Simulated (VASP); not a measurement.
Wanted: the native input for a VASP 6.6.1 run.

```
Task                   : single point
Functional             : PBE
Potentials or basis    : VASP PAW PBE potentials, release 64 (In_d, Sb, Se)
Cutoff                 : 520 eV
k mesh                 : 4 × 4 × 1
Occupations            : gaussian, width 0.1 eV
Spin                   : no spin polarisation
Dipole correction      : no
Further INCAR settings : ALGO = Normal; EDIFF = 1e-07; NBANDS = 61
```

The structure of In2SbSe3 lies in POSCAR:

```
In2SbSe3
1.0
    4.0885385288      0.0000000000      0.0000000000
    0.0025883461      4.1584927974      0.0000000000
    0.0179763940      0.1087339698     18.7993794104
In Sb Se
4 2 6
Direct
    0.5084057412      0.1416913226      0.3308882760
    0.4905637735      0.0208166548      0.8286595709
    0.0086327269      0.6526271206      0.1727686079
    0.9882529367      0.5240001417      0.6732258385
    0.9989088824      0.5838863073      0.0109946319
    0.0013812297      0.5864310517      0.5088116968
    0.4943821165      0.0041173945      0.9861499797
    0.5143759922      0.1543973225      0.4877110904
    0.5083072204      0.1530747955      0.1789478898
    0.4880614633      0.0171820846      0.6787320770
    0.0086840316      0.6470521208      0.3232883038
    0.9900438855      0.5147236833      0.8198220371
```

The input as run:

INCAR

```
PREC = Accurate
ENCUT = 520
EDIFF = 1E-7
ISMEAR = 0
SIGMA = 0.1
LREAL = F
LASPH = T
NELM = 60
ALGO = Normal
ISIF = 2
LWAVE = F
LCHARG = T
GGA = PE
LELF = T
LVHAR = T
NBANDS = 61
```

KPOINTS

```
Automatic mesh
0
Gamma
  4 4 1
```

Potentials or basis: VASP PAW PBE potentials, release 64 (In_d, Sb, Se).

Run with:

```console
$ cat potpaw_PBE.64/In_d/POTCAR potpaw_PBE.64/Sb/POTCAR potpaw_PBE.64/Se/POTCAR > POTCAR
$ mpirun -np 1 vasp_std > vasp.out
```

It gave:

```json
{
  "Pressure": "0.0 GPa",
  "Largest force": "0.533 eV/Å",
  "Band gap on the k mesh": "zero (bands 49 and 50 overlap by 0.72 eV)"
}
```

Caveat: the k points lie up to 0.38 Å⁻¹ apart, too coarse for converged energies and pressures of a metal; spin-orbit coupling is left out, which moves the levels of the heavy elements.

Wall time 3.7 min on 1 thread of Intel(R) Xeon(R) 6975P-C (Granite Rapids), on a shared host, peak memory 0.44 GiB.
